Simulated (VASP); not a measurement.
# Ni (P6/mmm) in VASP: relaxation of cell and atoms with LDA

Aim: the relaxation of cell and atoms of Ni with LDA.

Everything below comes from runs of VASP 6.6.1. Logs are shortened: lines on timing, memory, paths and dates and some standing lists are left out, and cuts for length are marked.

## 1. The cell of the first run

The structure is hexagonal, space group P6/mmm (No. 191). The conventional cell has a = 1.973 Å, b = 1.973 Å, c = 1.855 Å, α = 90.00°, β = 90.00°, γ = 120.00°. Within 2.5 Å of Ni (site symmetry 6/mmm) lie 8 Ni at 1.85 to 1.97 Å.

This isn't the form of Ni at room conditions, which is fcc.

## 2. Relaxation of cell and atoms, LDA, collinear spin, ferromagnetic start, target pressure 390 GPa, at which the enthalpy is minimised

Input file INCAR:

```
PREC     = Accurate       # precision mode
ENCUT    = 600            # plane-wave cutoff, eV
EDIFF    = 1E-7           # SCF threshold, eV
ISMEAR   = -1             # smearing method
SIGMA    = 0.05           # smearing width, eV
LREAL    = False          # projectors in reciprocal space
LASPH    = True           # aspherical terms in the spheres
NELM     = 150            # most SCF steps
ALGO     = Normal         # electronic algorithm
ISIF     = 3              # what is computed and relaxed
LWAVE    = False          # write WAVECAR
LCHARG   = False          # write CHGCAR
ISPIN    = 2              # spin polarisation
MAGMOM   = 1              # initial moments
LORBIT   = 11             # projections on sites
LMAXMIX  = 4              # l up to which the mixer works
IBRION   = 2              # ionic algorithm
NSW      = 60             # ionic steps
EDIFFG   = -0.005         # ionic threshold
PSTRESS  = 3900.0
```

Input file KPOINTS:

```
regular mesh
0
Gamma
  22 22 20
```

Input file POSCAR:

```
Ni
1.0
    1.9732309192      0.0000000000      0.0000000000
   -0.9866154596      1.7088681036      0.0000000000
    0.0000000000      0.0000000000      1.8548370640
Ni
1
Direct
    0.0000000000      0.0000000000      0.0000000000
```

Potentials or basis: VASP PAW LDA potentials, release 64 (Ni).

Launch:

```bash
$ cat potpaw_LDA.64/Ni/POTCAR > POTCAR
$ mpirun -np 1 vasp_std > vasp.out
```

OUTCAR:

```text
PREC = Accurate
   ENCUT = 600
   EDIFF = 1E-7
   ISMEAR = -1
   LREAL = False
   LASPH = True
   NELM = 150
   ISIF = 3
   ISPIN = 2
   LORBIT = 11
   IBRION = 2
   NSW = 60
   EDIFFG = -0.005
   PSTRESS = 3900.0

 ion  position               nearest neighbor table
   1  0.000  0.000  0.000-

  LATTYP: Found a hexagonal cell.
 ALAT       =     1.9732309192
 C/A-ratio  =     0.9400000000

  Lattice vectors:

 A1 = (   1.9732309192,   0.0000000000,   0.0000000000)
 A2 = (  -0.9866154596,   1.7088681036,   0.0000000000)
 A3 = (   0.0000000000,   0.0000000000,   1.8548370640)

Analysis of symmetry for initial positions (statically):
=====================================================================
 Subroutine PRICEL returns:
 Original cell was already a primitive cell.

 Routine SETGRP: Setting up the symmetry group for a
 hexagonal supercell.

 Subroutine GETGRP returns: Found 24 space group operations
 (whereof 24 operations were pure point group operations)
 out of a pool of 24 trial point group operations.

The static configuration has the point symmetry D_6h.

Analysis of symmetry for dynamics (positions and initial velocities):
=====================================================================
 Subroutine PRICEL returns:
 Original cell was already a primitive cell.

 Routine SETGRP: Setting up the symmetry group for a
 hexagonal supercell.

 Subroutine GETGRP returns: Found 24 space group operations
 (whereof 24 operations were pure point group operations)
 out of a pool of 24 trial point group operations.

The dynamic configuration has the point symmetry D_6h.

Analysis of structural, dynamic, and magnetic symmetry:
=====================================================================
 Subroutine PRICEL returns:
 Original cell was already a primitive cell.

 Routine SETGRP: Setting up the symmetry group for a
 hexagonal supercell.

 Subroutine GETGRP returns: Found 24 space group operations
 (whereof 24 operations were pure point group operations)
 out of a pool of 24 trial point group operations.

The overall configuration has the point symmetry D_6h.

 Subroutine INISYM returns: Found 24 space group operations
 (whereof 24 operations are pure point group operations),
 and found     1 'primitive' translations

----------------------------------------------------------------------------------------

                                     Primitive cell

  volume of cell :       6.2545

  direct lattice vectors                    reciprocal lattice vectors
     1.973230919  0.000000000  0.000000000     0.506783058  0.292591335  0.000000000
    -0.986615460  1.708868104  0.000000000     0.000000000  0.585182670  0.000000000
     0.000000000  0.000000000  1.854837064     0.000000000  0.000000000  0.539130913

  length of vectors
     1.973230919  1.973230919  1.854837064     0.585182670  0.585182670  0.539130913

  position of ions in fractional coordinates (direct lattice)
     0.000000000  0.000000000  0.000000000

  ion indices of the primitive-cell ions
   primitive index   ion index
                 1           1

----------------------------------------------------------------------------------------

 KPOINTS: regular mesh

Automatic generation of k-mesh.
 Grid dimensions read from file:
 generate k-points for:   22   22   20

 Generating k-lattice:

  Cartesian coordinates                     Fractional coordinates (reciprocal lattice)
     0.023035594  0.013299606  0.000000000     0.045454545  0.000000000  0.000000000
     0.000000000  0.026599212  0.000000000     0.000000000  0.045454545  0.000000000
     0.000000000  0.000000000  0.026956546     0.000000000  0.000000000  0.050000000

  Length of vectors
     0.026599212  0.026599212  0.026956546

  Shift w.r.t. Gamma in fractional coordinates (k-lattice)
     0.000000000  0.000000000  0.000000000

 Subroutine IBZKPT returns following result:
 ===========================================

 Found    572 irreducible k-points:

 Following reciprocal coordinates:
            Coordinates               Weight
  0.000000  0.000000  0.000000      1.000000
  0.045455  0.000000  0.000000      6.000000
  0.090909  0.000000  0.000000      6.000000
  0.136364  0.000000  0.000000      6.000000
  0.181818  0.000000  0.000000      6.000000
  0.227273  0.000000  0.000000      6.000000
[... 16 lines left out ...]
  0.090909  0.090909  0.000000      6.000000
  0.136364  0.090909  0.000000     12.000000
 [... further k-points ...]
   k-points           NKPTS =    572   k-points in BZ     NKDIM =    572   number of bands    NBANDS=     10
   number of dos      NEDOS =    301   number of ions     NIONS =      1
   total plane-waves  NPLWV =   4096
   dimension x,y,z NGX =    16 NGY =   16 NGZ =   16
   dimension x,y,z NGXF=    32 NGYF=   32 NGZF=   32
   ions per type =               1
   NGX,Y,Z   is equivalent  to a cutoff of  13.48, 13.48, 14.34 a.u.
   NGXF,Y,Z  is equivalent  to a cutoff of  26.96, 26.96, 28.68 a.u.
 SYSTEM =  unknown system
   PREC   = accura    normal or accurate (medium, high low for compatibility)
   ISTART =      0    job   : 0-new  1-cont  2-samecut
   ICHARG =      2    charge: 1-file 2-atom 10-const
   ISPIN  =      2    spin polarized calculation?
   LNONCOLLINEAR =      F non collinear calculations
   LSORBIT =      F    spin-orbit coupling
   LASPH  =      T    aspherical Exc in radial PAW
   ENCUT  =  600.0 eV  44.10 Ry    6.64 a.u.   3.94  3.94  3.70*2*pi/ulx,y,z
   NELM   =    150;   NELMIN=  2; NELMDL= -5     # of ELM steps
   EDIFF  = 0.1E-06   stopping-criterion for ELM
   LREAL  =      F    real-space projection
   EDIFFG = -.5E-02   stopping-criterion for IOM
   NSW    =     60    number of steps for IOM
   IBRION =      2    ionic relax: 0-MD 1-quasi-New 2-CG
   NFREE  =      1    steps in history (QN), initial steepest desc. (CG)
   ISIF   =      3    stress and relaxation
   ISYM   =      2    0-nonsym 1-usesym 2-fastsym
   POTIM  = 0.5000    time-step for ionic-motion
   TEBEG  =    0.0;   TEEND  =   0.0 temperature during run
   PSTRESS= 3900.0 pullay stress
   NELECT =      10.0000    total number of electrons
   NUPDOWN=      -1.0000    fix difference up-down
   EMIN   =  10.00;   EMAX   =-10.00  energy-range for DOS
   EFERMI =   0.00;   METHOD = LEGACY
   ISMEAR =    -1;   SIGMA  =   0.05  broadening in eV -4-tet -1-fermi 0-gaus
   EFERMI_NEDOS =   21; number of points for ismear=-14 and -15
   IALGO  =     38    algorithm
   IMIX   =      4    mixing-type and parameters
     AMIX     =   0.40;   BMIX     =  1.00
     AMIX_MAG =   1.60;   BMIX_MAG =  1.00
  volume/ion in A,a.u.               =       6.25        42.21
  Fermi-wavevector in a.u.,A,eV,Ry     =   1.914303  3.617509 49.859329  3.664557
  Thomas-Fermi vector in A             =   2.950253
   LORBIT       =     11    0 simple, 1 ext, 2 COOP (PROOUT), +10 PAW based schemes
   GGA     = CA    functional components
   LHFCALC =     F    Hartree Fock is set to
   AEXX    =    0.0000 exact exchange contribution
   IVDW    =     0    specifies the selected vdW correction
   LEPSILON=     F    determine dielectric tensor
   LRPA    =     F    only Hartree local field effects (RPA)
 conjugate gradient relaxation of ions
 spin polarized calculation
  energy-cutoff  :      600.00
  volume of cell :        6.25
 maximum number of plane-waves:       218
 NGX is ok and might be reduce to    16
   NGX =  7   NGY =  7   NGZ =  7

--------------------------------------- Ionic step        1  -------------------------------------------

 number of electron      10.0000002 magnetization      -0.0009601

 number of electron      10.0000002 magnetization       0.0007884

 Free energy of the ion-electron system (eV)
  ---------------------------------------------------
  ext. energy  EPLUGINS =         0.00000000
  ---------------------------------------------------
  free energy    TOTEN  =        -2.54760802 eV

  energy without entropy =       -2.53960441  energy(sigma->0) =       -2.54360622

------------------------ aborting loop because EDIFF is reached ----------------------------------------

  FORCE on cell =-STRESS in cart. coord.  units (eV):
  Direction    XX          YY          ZZ          XY          YZ          ZX
  --------------------------------------------------------------------------------------
  -------------------------------------------------------------------------------------
  Total       16.0811288     16.0811288     17.2705498      0.0000000     -0.0000000      0.0000000
  in kB     4119.4088037   4119.4088039   4424.0958196      0.0000000     -0.0000000      0.0000000
  external PRESSURE =     320.9711424 kB  Pullay stress =    3900.0000000 kB
[... 182 lines left out ...]
 number of electron      10.0000000 magnetization      -0.0000008

 number of electron      10.0000000 magnetization       0.0000004

 Free energy of the ion-electron system (eV)
  ---------------------------------------------------
  ext. energy  EPLUGINS =         0.00000000
  ---------------------------------------------------
  free energy    TOTEN  =        -2.86715654 eV

  energy without entropy =       -2.85927836  energy(sigma->0) =       -2.86321745

 E-fermi :  19.5371     XC(G=0): -17.0005

 val. band max:       19.5313035358   @ k =   0.3182  -0.0000   0.2500
 cond. band min:      19.5374014394   @ k =   0.0909   0.0455   0.1000
 fundamental gap:      0.0060979036
 Fermi energy:        19.5371439065

 spin component 1

 k-point     1 :       0.0000    0.0000    0.0000
  band No.  band energies     occupation
      1       6.3241      1.00000
      2      11.5209      1.00000
      3      15.2078      1.00000
      4      15.2078      1.00000
      5      19.9042      0.00065
      6      19.9042      0.00065
      7      47.1746      0.00000
      8      47.4951      0.00000
      9      56.3109      0.00000
     10      58.4590      0.00000
[... 287 lines left out ...]
 k-point    24 :       0.1364    0.0909    0.0000
  band No.  band energies     occupation
      1       8.4559      1.00000
      2      12.2509      1.00000
      3      13.9994      1.00000
      4      16.7766      1.00000
      5      18.8683      1.00000
      6      19.6760      0.05857
      7      43.4658      0.00000
      8      47.9171      0.00000
      9      50.4183      0.00000
     10      55.5143      0.00000

 [... further k-points ...]

 spin component 2

 k-point     1 :       0.0000    0.0000    0.0000
  band No.  band energies     occupation
      1       6.3241      1.00000
      2      11.5209      1.00000
      3      15.2078      1.00000
      4      15.2078      1.00000
      5      19.9042      0.00065
      6      19.9042      0.00065
      7      47.1746      0.00000
      8      47.4951      0.00000
      9      56.3109      0.00000
     10      58.4590      0.00000
[... 287 lines left out ...]
 k-point    24 :       0.1364    0.0909    0.0000
  band No.  band energies     occupation
      1       8.4559      1.00000
      2      12.2509      1.00000
      3      13.9994      1.00000
      4      16.7766      1.00000
      5      18.8683      1.00000
      6      19.6760      0.05857
      7      43.4658      0.00000
      8      47.9171      0.00000
      9      50.4183      0.00000
     10      55.5143      0.00000

 [... further k-points ...]

------------------------ aborting loop because EDIFF is reached ----------------------------------------

  FORCE on cell =-STRESS in cart. coord.  units (eV):
  Direction    XX          YY          ZZ          XY          YZ          ZX
  --------------------------------------------------------------------------------------
  -------------------------------------------------------------------------------------
  Total       15.5268113     15.5268113     15.5285302     -0.0000000      0.0000000     -0.0000000
  in kB     3899.8936579   3899.8936581   3900.3253948     -0.0000000      0.0000000     -0.0000000
  external PRESSURE =       0.0375703 kB  Pullay stress =    3900.0000000 kB
[... 20 lines left out ...]
  energy  without entropy=       -2.8592783560  energy(sigma->0) =       -2.86321745

  enthalpy is  TOTEN    =        12.6600781367 eV   P V=       15.5272346792

 reached required accuracy - stopping structural energy minimisation

 total charge

# of ion       s       p       d       tot
------------------------------------------
    1        0.860   1.165   9.037  11.061

 magnetization (x)

# of ion       s       p       d       tot
------------------------------------------
    1        0.000   0.000   0.000   0.000
```

Wall time 74 s (1 thread of Intel Xeon 6975P-C (Granite Rapids), shared host); peak memory 0.2 GiB.

What came out:

```
Free energy                                                : -2.8672 eV
Relaxed volume                                             : 6.38 Å³/atom
Relaxed cell                                               : a = 1.978 Å, b = 1.978 Å, c = 1.882 Å, α = 90.00°, β = 90.00°, γ = 120.00°
Space group after relaxing (to 0.1 Å)                      : P6/mmm (No. 191)
Energy change on relaxing (the run minimises the enthalpy) : -319.5 meV/atom
Ionic steps                                                : 6
Pressure after relaxing                                    : 390.0 GPa
Band gap on the k mesh                                     : zero (filled and empty bands overlap)
Net moment                                                 : 0.00 μB per cell
```

The path:
| step | energy change (eV) | largest force (eV/Å) | pressure (GPa) | volume (Å³) |
| --- | --- | --- | --- | --- |
| 1 | 0.0000 | 0.0000 | 422.10 | 6.25 |
| 2 | -2.1619 | 0.0000 | 195.56 | 7.45 |
| 3 | -0.3780 | 0.0000 | 383.57 | 6.40 |
| 4 | -0.3436 | 0.0000 | 387.03 | 6.39 |
| 5 | -0.2134 | 0.0000 | 401.52 | 6.34 |
| 6 | -0.3195 | 0.0000 | 390.00 | 6.38 |

Final structure:
```cif
data_structure
_symmetry_space_group_name_H-M 'P 1'
_symmetry_Int_Tables_number 1
_cell_length_a 1.9784
_cell_length_b 1.9784
_cell_length_c 1.8818
_cell_angle_alpha 90.000
_cell_angle_beta 90.000
_cell_angle_gamma 120.000
_cell_volume 6.38
loop_
_atom_site_label
_atom_site_type_symbol
_atom_site_fract_x
_atom_site_fract_y
_atom_site_fract_z
_atom_site_occupancy
Ni1 Ni 0.00000 0.00000 0.00000 1
```

Caveat: the cell is relaxed towards a set pressure, so the run minimises the enthalpy, not the energy; the moments typed at the start vanished in this run.
